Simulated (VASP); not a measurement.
Runs of VASP 6.6.1 on PbS. The structure is that of space group P-6m2 (No. 187), or close to it. The cells are those of the table. 

| task | level | cell | cutoff (eV) | smearing | gap on the mesh (eV) | pressure (GPa) |
| --- | --- | --- | --- | --- | --- | --- |
| single point | r2SCAN | a = 4.014, b = 4.014, c = 3.773 Å, angles 90.0, 90.0, 120.0°, 2 atoms | 520 | gaussian 0.05 eV | none | 1.1 |
| single point | PBE | a = 4.048, b = 4.048, c = 3.784 Å, angles 90.0, 90.0, 120.0°, 2 atoms | 520 | gaussian 0.05 eV | none | (b) |
| relaxation of shape and atoms at fixed volume | r2SCAN | relaxed from a = 4.075, b = 4.075, c = 3.809 Å, angles 90.0, 90.0, 120.0°, 2 atoms | 600 | gaussian 0.05 eV | none | -1.0 |
| single point | r2SCAN | a = 4.048, b = 4.048, c = 3.784 Å, angles 90.0, 90.0, 120.0°, 2 atoms | 520 | gaussian 0.05 eV | none | -0.1 |
| relaxation of shape and atoms at fixed volume | r2SCAN | relaxed from a = 4.110, b = 4.110, c = 3.819 Å, angles 90.0, 90.0, 120.0°, 2 atoms | 600 | gaussian 0.05 eV | none | -1.9 |
| single point | r2SCAN+D3(BJ) | a = 4.048, b = 4.048, c = 3.784 Å, angles 90.0, 90.0, 120.0°, 2 atoms | 520 | gaussian 0.05 eV | none | -1.0 |
| relaxation of shape and atoms at fixed volume | r2SCAN | relaxed from a = 4.054, b = 4.054, c = 3.773 Å, angles 90.0, 90.0, 120.0°, 2 atoms | 600 | gaussian 0.05 eV | none | 0.0 |
| single point | r2SCAN | a = 4.048, b = 4.048, c = 3.784 Å, angles 90.0, 90.0, 120.0°, 2 atoms | 520 | tetrahedron | none | 0.1 |
| relaxation of shape and atoms at fixed volume | r2SCAN | relaxed from a = 4.078, b = 4.078, c = 3.796 Å, angles 90.0, 90.0, 120.0°, 2 atoms | 600 | gaussian 0.05 eV | none | -0.9 |
| single point | r2SCAN | a = 3.979, b = 3.979, c = 3.761 Å, angles 90.0, 90.0, 120.0°, 2 atoms | 520 | gaussian 0.05 eV | none | (a) |

Alike in all rows: potentials or basis VASP PAW PBE potentials, release 64 (Pb_d, S); no spin polarisation; k mesh 10 × 10 × 10.

Task: Fill in the values left out.

Result: (a) 2.3; (b) 0.9.

Caveats: spin-orbit coupling is left out, which moves the levels of the heavy elements; the PAW data sets were made with another functional, which shifts forces and pressure a little (some runs); pairwise dispersion overbinds metals, which lowers pressure and volume (some runs); tetrahedron occupations give inexact forces and stress in metals (some runs); the relaxation stopped at its first step, so nothing moved (some runs).

A k mesh can miss the band edges, and the runs leave out spin-orbit coupling on Pb.

A gap of «none» marks levels without a gap at the run's occupations.
